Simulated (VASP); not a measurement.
Set up this calculation in VASP 6.6.1, as the native input.

```yaml
Task: single point
Functional: PBE
Dispersion: D3(BJ)
Potentials_or_basis: VASP PAW PBE potentials, release 64 (Al)
Cutoff: 520 eV
k_mesh: 18 × 18 × 6
Occupations: gaussian, width 0.15 eV
Spin: no spin polarisation
Dipole_correction: no
Further_INCAR_settings: ALGO = Normal; EDIFF = 1e-06; NBANDS = 14
```

The structure of Al lies in POSCAR:

```
Al
1.0
    2.8448838488      0.0000000000      0.0000000000
   -1.4224419244      2.4637416839      0.0000000000
    0.0000000000      0.0000000000      9.1921042038
Al
4
Direct
    0.0000000000      0.0000000000      0.0000000000
    0.3333333333      0.6666666667      0.2500000000
    0.0000000000      0.0000000000      0.5000000000
    0.6666666667      0.3333333333      0.7500000000
```

This isn't the form of Al at room conditions, which is fcc.

These files were run (other wordings do the same):

INCAR

```
ALGO = Normal
EDIFF = 1E-6
ENCUT = 520
GGA = PE
ISIF = 2
ISMEAR = 0
IVDW = 12
LASPH = True
LCHARG = False
LREAL = False
LWAVE = False
NBANDS = 14
NELM = 80
PREC = Accurate
SIGMA = 0.15
```

KPOINTS

```
k-points
0
Gamma
  18 18 6
```

Potentials or basis: VASP PAW PBE potentials, release 64 (Al).

Command:

```console
$ cat potpaw_PBE.64/Al/POTCAR > POTCAR
$ mpirun -np 1 vasp_std > vasp.out
```

It gave:

- Pressure: -1.4 GPa
- Band gap on the k mesh: zero (bands 6 and 7 overlap by 5.68 eV)
- Dispersion energy per atom: -0.345 eV

It took 51 s on 1 thread of Intel(R) Xeon(R) 6975P-C (Granite Rapids), on a shared host, peak memory 0.26 GiB.
